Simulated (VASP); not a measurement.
**AlN: single point with PBE**

AlN:

```
Al N
1.0
     0.00000    2.19393    2.19393
     2.19393    0.00000    2.19393
     2.19393    2.19393    0.00000
Al N
1 1
Direct
  0.00000 0.00000 0.00000
  0.75000 0.75000 0.75000
```

```
Program                : VASP 6.6.1
Task                   : single point
Functional             : PBE
Potentials or basis    : VASP PAW PBE potentials, release 64 (Al, N)
Cutoff                 : 520 eV
k mesh                 : 10 × 10 × 10
Occupations            : gaussian, width 0.02 eV
Spin                   : no spin polarisation
Dipole correction      : no
Further INCAR settings : ALGO = Normal; EDIFF = 1e-06; NBANDS = 11
```

The pressure is 1.8 GPa and the band gap on the k mesh is 3.31 eV (least direct gap 4.08 eV).

Levels at points of the mesh, in eV from the valence-band top:
| k point | band 1 | band 2 | band 3 | band 4 | band 5 | band 6 | band 7 | band 8 | band 9 |
| --- | --- | --- | --- | --- | --- | --- | --- | --- | --- |
| (0.00, 0.00, 0.00) | -14.90 | 0.00 | 0.00 | 0.00 | 4.08 | 12.43 | 12.43 | 12.43 | 17.58 |
| (0.50, 0.00, 0.00) | -12.89 | -5.80 | -0.48 | -0.48 | 7.26 | 9.77 | 11.06 | 11.06 | 17.81 |
| (0.50, 0.50, 0.00) | -12.27 | -4.86 | -1.76 | -1.76 | 3.31 | 8.53 | 13.77 | 15.56 | 15.56 |

Run time: 6.9 s on 1 thread of Intel(R) Xeon(R) Platinum 8259CL CPU @ 2.50GHz (Skylake/Cascade Lake), with other jobs on the host, peak memory 0.13 GiB.

A k mesh can miss the band edges.
